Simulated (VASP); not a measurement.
# Rh (Fm-3m) in VASP: further runs

Runs on Rh. Level: PBEsol. Tasks: relaxation of cell and atoms, single point.

Program: VASP 6.6.1. These are calculated values, not measurements. Logs are shortened: lines on timing, memory, paths and dates and some standing lists are left out, and cuts for length are marked.

## (1) The cell of the first run

It takes space group Fm-3m (No. 225, cubic). The conventional cell has a = 3.806 Å, b = 3.806 Å, c = 3.806 Å, α = 90.00°, β = 90.00°, γ = 90.00°. Within 3.5 Å of Rh (site symmetry m-3m) lie 12 Rh at 2.69 Å.

## (2) Relaxation of cell and atoms, PBEsol

The input, INCAR:

```
PREC = Accurate
ENCUT = 600
EDIFF = 1E-6
ISMEAR = 0
SIGMA = 0.1
LREAL = F
LASPH = T
NELM = 60
ALGO = Normal
ISIF = 3
LWAVE = F
LCHARG = F
GGA = PS
IBRION = 2
NSW = 100
EDIFFG = -0.005
```

The input, KPOINTS:

```
Automatic mesh
0
Gamma
  18 18 18
```

The input, POSCAR:

```
Rh
1.0
    0.0000000000      1.9029860865      1.9029860865
    1.9029860865      0.0000000000      1.9029860865
    1.9029860865      1.9029860865      0.0000000000
Rh
1
Direct
    0.0000000000      0.0000000000      0.0000000000
```

Potentials or basis: VASP PAW PBE potentials, release 64 (Rh_pv).

Launch:

```
$ cat potpaw_PBE.64/Rh_pv/POTCAR > POTCAR
$ mpirun -np 1 vasp_std > vasp.out
```

OUTCAR:

```text
PREC = Accurate
   ENCUT = 600
   EDIFF = 1E-6
   ISMEAR = 0
   LREAL = F
   LASPH = T
   NELM = 60
   ISIF = 3
   GGA = PS
   IBRION = 2
   NSW = 100
   EDIFFG = -0.005

 ion  position               nearest neighbor table
   1  0.000  0.000  0.000-

  LATTYP: Found a face centered cubic cell.
 ALAT       =     3.8059721730

  Lattice vectors:

 A1 = (   0.0000000000,   1.9029860865,   1.9029860865)
 A2 = (   1.9029860865,   0.0000000000,   1.9029860865)
 A3 = (   1.9029860865,   1.9029860865,   0.0000000000)

Analysis of symmetry for initial positions (statically):
[... 5 lines left out ...]
 face centered cubic supercell.

 Subroutine GETGRP returns: Found 48 space group operations
 (whereof 48 operations were pure point group operations)
 out of a pool of 48 trial point group operations.

The static configuration has the point symmetry O_h .

Analysis of symmetry for dynamics (positions and initial velocities):
[... 5 lines left out ...]
 face centered cubic supercell.

 Subroutine GETGRP returns: Found 48 space group operations
 (whereof 48 operations were pure point group operations)
 out of a pool of 48 trial point group operations.

The dynamic configuration has the point symmetry O_h .

 Subroutine INISYM returns: Found 48 space group operations
 (whereof 48 operations are pure point group operations),
 and found     1 'primitive' translations

----------------------------------------------------------------------------------------

                                     Primitive cell

  volume of cell :      13.7828

  direct lattice vectors                    reciprocal lattice vectors
     0.000000000  1.902986086  1.902986086    -0.262744958  0.262744958  0.262744958
     1.902986086  0.000000000  1.902986086     0.262744958 -0.262744958  0.262744958
     1.902986086  1.902986086  0.000000000     0.262744958  0.262744958 -0.262744958

  length of vectors
     2.691228733  2.691228733  2.691228733     0.455087617  0.455087617  0.455087617

  position of ions in fractional coordinates (direct lattice)
     0.000000000  0.000000000  0.000000000

  ion indices of the primitive-cell ions
   primitive index   ion index
                 1           1

----------------------------------------------------------------------------------------

 KPOINTS: Automatic mesh

Automatic generation of k-mesh.
 Grid dimensions read from file:
 generate k-points for:   18   18   18

 Generating k-lattice:

  Cartesian coordinates                     Fractional coordinates (reciprocal lattice)
    -0.014596942  0.014596942  0.014596942     0.055555556  0.000000000  0.000000000
     0.014596942 -0.014596942  0.014596942     0.000000000  0.055555556  0.000000000
     0.014596942  0.014596942 -0.014596942     0.000000000  0.000000000  0.055555556

  Length of vectors
     0.025282645  0.025282645  0.025282645

  Shift w.r.t. Gamma in fractional coordinates (k-lattice)
     0.000000000  0.000000000  0.000000000

 Subroutine IBZKPT returns following result:
 ===========================================

 Found    195 irreducible k-points:

 Following reciprocal coordinates:
            Coordinates               Weight
  0.000000  0.000000  0.000000      1.000000
  0.055556  0.000000  0.000000      8.000000
  0.111111  0.000000  0.000000      8.000000
  0.166667  0.000000  0.000000      8.000000
  0.222222  0.000000  0.000000      8.000000
  0.277778  0.000000  0.000000      8.000000
[... 16 lines left out ...]
 -0.277778  0.055556  0.000000     24.000000
 -0.222222  0.055556  0.000000     24.000000
 [... further k-points ...]
   k-points           NKPTS =    195   k-points in BZ     NKDIM =    195   number of bands    NBANDS=     11
   number of dos      NEDOS =    301   number of ions     NIONS =      1
   total plane-waves  NPLWV =  13824
   dimension x,y,z NGX =    24 NGY =   24 NGZ =   24
   dimension x,y,z NGXF=    48 NGYF=   48 NGZF=   48
   ions per type =               1
   NGX,Y,Z   is equivalent  to a cutoff of  14.83, 14.83, 14.83 a.u.
   NGXF,Y,Z  is equivalent  to a cutoff of  29.65, 29.65, 29.65 a.u.
 SYSTEM =  unknown system
   PREC   = accura    normal or accurate (medium, high low for compatibility)
   ISTART =      0    job   : 0-new  1-cont  2-samecut
   ICHARG =      2    charge: 1-file 2-atom 10-const
   ISPIN  =      1    spin polarized calculation?
   LNONCOLLINEAR =      F non collinear calculations
   LSORBIT =      F    spin-orbit coupling
   LASPH  =      T    aspherical Exc in radial PAW
   ENCUT  =  600.0 eV  44.10 Ry    6.64 a.u.   5.38  5.38  5.38*2*pi/ulx,y,z
   NELM   =     60;   NELMIN=  2; NELMDL= -5     # of ELM steps
   EDIFF  = 0.1E-05   stopping-criterion for ELM
   LREAL  =      F    real-space projection
   EDIFFG = -.5E-02   stopping-criterion for IOM
   NSW    =    100    number of steps for IOM
   IBRION =      2    ionic relax: 0-MD 1-quasi-New 2-CG
   NFREE  =      1    steps in history (QN), initial steepest desc. (CG)
   ISIF   =      3    stress and relaxation
   ISYM   =      2    0-nonsym 1-usesym 2-fastsym
   POTIM  = 0.5000    time-step for ionic-motion
   TEBEG  =    0.0;   TEEND  =   0.0 temperature during run
   PSTRESS=    0.0 pullay stress
   NELECT =      15.0000    total number of electrons
   NUPDOWN=      -1.0000    fix difference up-down
   EMIN   =  10.00;   EMAX   =-10.00  energy-range for DOS
   EFERMI =   0.00;   METHOD = LEGACY
   ISMEAR =     0;   SIGMA  =   0.10  broadening in eV -4-tet -1-fermi 0-gaus
   EFERMI_NEDOS =   21; number of points for ismear=-14 and -15
   IALGO  =     38    algorithm
   IMIX   =      4    mixing-type and parameters
     AMIX     =   0.40;   BMIX     =  1.00
     AMIX_MAG =   1.60;   BMIX_MAG =  1.00
  volume/ion in A,a.u.               =      13.78        93.01
  Fermi-wavevector in a.u.,A,eV,Ry     =   1.683939  3.182183 38.581359  2.835650
  Thomas-Fermi vector in A             =   2.767050
   LORBIT       =      0    0 simple, 1 ext, 2 COOP (PROOUT), +10 PAW based schemes
   GGA     = PS    functional components
   LHFCALC =     F    Hartree Fock is set to
   AEXX    =    0.0000 exact exchange contribution
   IVDW    =     0    specifies the selected vdW correction
   LEPSILON=     F    determine dielectric tensor
   LRPA    =     F    only Hartree local field effects (RPA)
 conjugate gradient relaxation of ions
 non-spin polarized calculation
 Gauss-broadening in eV      SIGMA  =   0.10
  energy-cutoff  :      600.00
  volume of cell :       13.78
 maximum number of plane-waves:       474
 NGX is ok and might be reduce to    24
   NGX = 11   NGY = 11   NGZ = 11

--------------------------------------- Ionic step        1  -------------------------------------------

 number of electron      15.0000002 magnetization

 Free energy of the ion-electron system (eV)
  ---------------------------------------------------
  ext. energy  EPLUGINS =         0.00000000
  ---------------------------------------------------
  free energy    TOTEN  =        -8.13646211 eV

  energy without entropy =       -8.12963455  energy(sigma->0) =       -8.13304833

------------------------ aborting loop because EDIFF is reached ----------------------------------------

  FORCE on cell =-STRESS in cart. coord.  units (eV):
  Direction    XX          YY          ZZ          XY          YZ          ZX
  --------------------------------------------------------------------------------------
  -------------------------------------------------------------------------------------
  Total       -0.5133265     -0.5133265     -0.5133265     -0.0000000     -0.0000000      0.0000000
  in kB      -59.6715644    -59.6715644    -59.6715644     -0.0000000     -0.0000000      0.0000000
  external PRESSURE =     -59.6715644 kB  Pullay stress =       0.0000000 kB
[... 90 lines left out ...]
  energy  without entropy=       -8.1353626149  energy(sigma->0) =       -8.13865626

--------------------------------------- Ionic step        4  -------------------------------------------

 number of electron      15.0000002 magnetization

 Free energy of the ion-electron system (eV)
  ---------------------------------------------------
  ext. energy  EPLUGINS =         0.00000000
  ---------------------------------------------------
  free energy    TOTEN  =        -8.14195102 eV

  energy without entropy =       -8.13536901  energy(sigma->0) =       -8.13866002

 E-fermi :  12.1093     XC(G=0): -14.3399

 val. band max:       12.1025494097   @ k =   0.5000   0.2222   0.1111
 cond. band min:      12.1121267210   @ k =   0.5000   0.3889   0.0556
 fundamental gap:      0.0095773113
 Fermi energy:        12.1092760277

 k-point     1 :       0.0000    0.0000    0.0000
  band No.  band energies     occupation
      1     -34.2709      2.00000
      2     -34.2709      2.00000
      3     -34.2709      2.00000
      4       3.9080      2.00000
      5       8.9123      2.00000
      6       8.9123      2.00000
      7       8.9123      2.00000
      8      11.0873      2.00000
      9      11.0873      2.00000
     10      28.0215      0.00000
     11      32.4068      0.00000
[... 309 lines left out ...]
 k-point    24 :      -0.2222    0.0556    0.0000
  band No.  band energies     occupation
      1     -34.6507      2.00000
      2     -34.3482      2.00000
      3     -34.3140      2.00000
      4       5.7701      2.00000
      5       8.5517      2.00000
      6       9.3176      2.00000
      7       9.3725      2.00000
      8      10.8794      2.00000
      9      11.5855      2.00000
     10      27.6385      0.00000
     11      29.8269      0.00000

 [... further k-points ...]
[... 5 lines left out ...]
  --------------------------------------------------------------------------------------
  -------------------------------------------------------------------------------------
  Total        0.0037587      0.0037587      0.0037587     -0.0000000      0.0000000      0.0000000
  in kB        0.4462949      0.4462949      0.4462949     -0.0000000      0.0000000      0.0000000
  external PRESSURE =       0.4462949 kB  Pullay stress =       0.0000000 kB
[... 16 lines left out ...]
  FREE ENERGIE OF THE ION-ELECTRON SYSTEM (eV)
  ---------------------------------------------------
  free  energy   TOTEN  =        -8.1419510206 eV

  energy  without entropy=       -8.1353690148  energy(sigma->0) =       -8.13866002

 reached required accuracy - stopping structural energy minimisation
```

It took 25 s on 1 thread of Intel Xeon 6975P-C (Granite Rapids), shared host; peak memory 0.17 GiB.

What came out:

```
Free energy                            : -8.1420 eV
Relaxed volume                         : 13.49 Å³/atom
Relaxed cell                           : a = 2.672 Å, b = 2.672 Å, c = 2.672 Å, α = 60.00°, β = 60.00°, γ = 60.00°
Space group after relaxing (to 0.05 Å) : Fm-3m (No. 225)
Energy gained by relaxing              : 5.5 meV/atom
Ionic steps                            : 4
Pressure after relaxing                : 0.0 GPa
```

The path:
```
step  energy change (eV)  largest force (eV/Å)  pressure (GPa)  volume (Å³)
   1              0.0000                0.0000           -5.97        13.78
   2              0.0332                0.0000           18.45        12.78
   3             -0.0055                0.0000           -0.15        13.50
   4             -0.0055                0.0000            0.04        13.49
```

Final structure:
```
Rh
1.0
     0.00000    1.88958    1.88958
     1.88958    0.00000    1.88958
     1.88958    1.88958    0.00000
Rh
1
Cartesian
  1.8896 1.8896 0.0000
```

Caveat: the PAW data sets were made with another functional, which shifts forces and pressure a little.

## (3) Single point, PBEsol

This run uses another cell than the first one, of 13.50 Å³/atom, 0.980 times its volume.

The input, INCAR:

```
SYSTEM = Rh
ALGO = Normal ; EDIFF = 1E-6
ENCUT = 500 ; GGA = PS
GGA_COMPAT = .FALSE. ; ISIF = 2
ISMEAR = 0 ; LASPH = .TRUE.
LCHARG = .FALSE. ; LREAL = .FALSE.
LWAVE = .FALSE. ; NBANDS = 14
NELM = 120 ; PREC = Accurate
SIGMA = 0.1
```

The input, KPOINTS:

```
k-points
0
G
  18 18 18
  0 0 0
```

The input, POSCAR:

```
Rh
1.0
    0.0000000000      1.8900012867      1.8900012867
    1.8900012867      0.0000000000      1.8900012867
    1.8900012867      1.8900012867      0.0000000000
Rh
1
Direct
    0.0000000000      0.0000000000      0.0000000000
```

Potentials or basis: VASP PAW PBE potentials, release 64 (Rh_pv).

Launch:

```
$ cat potpaw_PBE.64/Rh_pv/POTCAR > POTCAR
$ mpirun -np 1 vasp_std > vasp.out
```

Wall time 60 s (1 thread of AMD EPYC 7R13, shared host); peak memory 0.12 GiB.

The run converged. Its results:

```
Free energy : -8.1411 eV
Pressure    : 0.0 GPa
```

Levels at points of the mesh, in eV from the Fermi level:
```csv
k point,band 4,band 5,band 6,band 7,band 8,band 9,band 10,band 11
"(0.00, 0.00, 0.00)",-8.20,-3.19,-3.19,-3.19,-1.02,-1.02,15.91,20.30
"(0.50, 0.00, 0.00)",-6.33,-3.27,-3.27,0.59,0.59,0.62,8.77,15.42
"(0.50, 0.50, 0.00)",-6.53,-6.15,0.57,1.01,1.01,3.19,12.45,13.33
```

Caveat: the PAW data sets were made with another functional, which shifts forces and pressure a little.

## (4) Single point, PBEsol

The input, INCAR:

```
ALGO = Normal ; EDIFF = 1E-6
ENCUT = 500 ; GGA = PS
GGA_COMPAT = F ; ISIF = 2
ISMEAR = 0 ; LASPH = T
LCHARG = F ; LREAL = F
LWAVE = F ; NBANDS = 14
NELM = 120 ; PREC = Accurate
SIGMA = 0.1
```

The input, KPOINTS:

```
k-points
0
Gamma
  8 8 8
```

The input, POSCAR:

```
Rh
1.0
    0.0000000000      1.9029860865      1.9029860865
    1.9029860865      0.0000000000      1.9029860865
    1.9029860865      1.9029860865      0.0000000000
Rh
1
Direct
    0.0000000000      0.0000000000      0.0000000000
```

Potentials or basis: VASP PAW PBE potentials, release 64 (Rh_pv).

Launch:

```
$ cat potpaw_PBE.64/Rh_pv/POTCAR > POTCAR
$ mpirun -np 1 vasp_std > vasp.out
```

OUTCAR:

```text
EDIFF = 1E-6
   ENCUT = 500
   GGA = PS
   ISIF = 2
   ISMEAR = 0
   LASPH = T
   LREAL = F
   NELM = 120
   PREC = Accurate

 ion  position               nearest neighbor table
   1  0.000  0.000  0.000-

  LATTYP: Found a face centered cubic cell.
 ALAT       =     3.8059721730

  Lattice vectors:

 A1 = (   0.0000000000,   1.9029860865,   1.9029860865)
 A2 = (   1.9029860865,   0.0000000000,   1.9029860865)
 A3 = (   1.9029860865,   1.9029860865,   0.0000000000)

Analysis of symmetry for initial positions (statically):
[... 577 lines left out ...]
      7       9.7302      2.00000
      8      12.1140      0.00000
      9      17.0885      0.00000
     10      20.0796      0.00000
     11      27.7230      0.00000
     12      28.4477      0.00000
     13      32.1606      0.00000
     14      32.8012      0.00000

 [... further k-points ...]
[... 5 lines left out ...]
  --------------------------------------------------------------------------------------
  -------------------------------------------------------------------------------------
  Total       -0.4211389     -0.4211389     -0.4211389     -0.0000000      0.0000000      0.0000000
  in kB      -48.9552305    -48.9552305    -48.9552305     -0.0000000      0.0000000      0.0000000
  external PRESSURE =     -48.9552305 kB  Pullay stress =       0.0000000 kB

 VOLUME and BASIS-vectors are now :
 -----------------------------------------------------------------------------
  energy-cutoff  :      500.00
  volume of cell :       13.78
      direct lattice vectors                 reciprocal lattice vectors
     0.000000000  1.902986086  1.902986086    -0.262744958  0.262744958  0.262744958
     1.902986086  0.000000000  1.902986086     0.262744958 -0.262744958  0.262744958
     1.902986086  1.902986086  0.000000000     0.262744958  0.262744958 -0.262744958

 POSITION                                       TOTAL-FORCE (eV/Angst)
 -----------------------------------------------------------------------------------
      0.00000      0.00000      0.00000        -0.000000     -0.000000      0.000000
 -----------------------------------------------------------------------------------
    total drift:                                0.000000      0.000000      0.000000

  FREE ENERGIE OF THE ION-ELECTRON SYSTEM (eV)
  ---------------------------------------------------
  free  energy   TOTEN  =        -8.1024307811 eV

  energy  without entropy=       -8.0923883516  energy(sigma->0) =       -8.09740957
```

OSZICAR:

```text
N       E                     dE             d eps       ncg     rms          rms(c)
DAV:   1     0.113863612043E+03    0.11386E+03   -0.86785E+03   812   0.111E+03
DAV:   2    -0.716157661454E+01   -0.12103E+03   -0.11594E+03   890   0.331E+02
DAV:   3    -0.871745715942E+01   -0.15559E+01   -0.15527E+01   980   0.411E+01
DAV:   4    -0.872310958814E+01   -0.56524E-02   -0.56523E-02   932   0.255E+00
DAV:   5    -0.872315887701E+01   -0.49289E-04   -0.49288E-04   956   0.209E-01    0.110E+01
DAV:   6    -0.812393777227E+01    0.59922E+00   -0.11061E+00   866   0.140E+01    0.346E+00
DAV:   7    -0.810706133680E+01    0.16876E-01   -0.14492E-02   932   0.142E+00    0.169E+00
DAV:   8    -0.810251683024E+01    0.45445E-02   -0.25923E-03   878   0.696E-01    0.163E-01
DAV:   9    -0.810242706075E+01    0.89769E-04   -0.50280E-05   854   0.941E-02    0.207E-02
DAV:  10    -0.810243060466E+01   -0.35439E-05   -0.18804E-06   872   0.162E-02    0.130E-03
DAV:  11    -0.810243078108E+01   -0.17642E-06   -0.73886E-08   424   0.352E-03
   1 F= -.81024308E+01 E0= -.80974096E+01  d E =-.100424E-01
```

Wall time 8.8 s (1 thread of Intel Xeon 8259CL, shared host); peak memory 0.13 GiB.

Results:

| Quantity | Value |
| --- | --- |
| Free energy | -8.1024 eV |
| Pressure | -4.9 GPa |

Caveat: the PAW data sets were made with another functional, which shifts forces and pressure a little.

## (5) Overview

| task | cell | k mesh | cutoff (eV) | gap on the mesh (eV) | pressure (GPa) |
| --- | --- | --- | --- | --- | --- |
| relaxation of cell and atoms | relaxed from a = 2.691 Å, angles 60.0°, 1 atom | 18 × 18 × 18 | 600 | none | 0.0 |
| single point | a = 2.673 Å, angles 60.0°, 1 atom | 18 × 18 × 18 | 500 | none | 0.0 |
| single point | a = 2.691 Å, angles 60.0°, 1 atom | 8 × 8 × 8 | 500 | none | -4.9 |

Alike in all rows: level PBEsol; potentials or basis VASP PAW PBE potentials, release 64 (Rh_pv); no spin polarisation; smearing gaussian 0.1 eV.

Caveats: the PAW data sets were made with another functional, which shifts forces and pressure a little.

Absolute energies hang on the potentials; compare differences alone.
